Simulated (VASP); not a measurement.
Wanted: the native input for a VASP 6.6.1 run.

| Item | Value |
| --- | --- |
| Task | single point |
| Functional | PBE |
| Potentials or basis | VASP PAW PBE potentials, release 64 (Ge_d) |
| Cutoff | 520 eV |
| k mesh | 6 × 6 × 4 |
| Occupations | fermi-dirac, width 0.02 eV |
| Spin | no spin polarisation |
| Dipole correction | no |
| Further INCAR settings | ALGO = Normal; EDIFF = 1e-07; NBANDS = 36 |

The structure of Ge lies in POSCAR:

```
Ge
1.0
    4.0584091841      0.0000000000      0.0000000000
   -2.0292045920      3.5146854524      0.0000000000
    0.0000000000      0.0000000000      6.6929879491
Ge
4
Direct
    0.3333333333      0.6666666667      0.0003197902
    0.6666666667      0.3333333333      0.5003197902
    0.3333333333      0.6666666667      0.3746802098
    0.6666666667      0.3333333333      0.8746802098
```

The input as run:

INCAR

```
SYSTEM = Ge
PREC = Accurate
ENCUT = 520
EDIFF = 1E-7
ISMEAR = -1
SIGMA = 0.02
LREAL = .False.
LASPH = .True.
NELM = 100
ALGO = Normal
ISIF = 2
LWAVE = .False.
LCHARG = .True.
GGA = PE
LELF = .True.
LVHAR = .True.
NBANDS = 36
```

KPOINTS

```
regular mesh
0
Gamma
  6 6 4
  0 0 0
```

Potentials or basis: VASP PAW PBE potentials, release 64 (Ge_d).

Run with:

```console
$ cat potpaw_PBE.64/Ge_d/POTCAR > POTCAR
$ mpirun -np 1 vasp_std > vasp.out
```

Results of the run:

```json
{"Pressure": "0.1 GPa", "Largest force": "0.006 eV/Å", "Band gap on the k mesh": "0.14 eV, indirect (least direct gap 0.23 eV)"}
```

Run time: 35 s on 1 thread of Intel(R) Xeon(R) 6975P-C (Granite Rapids), on a shared host, peak memory 0.21 GiB.
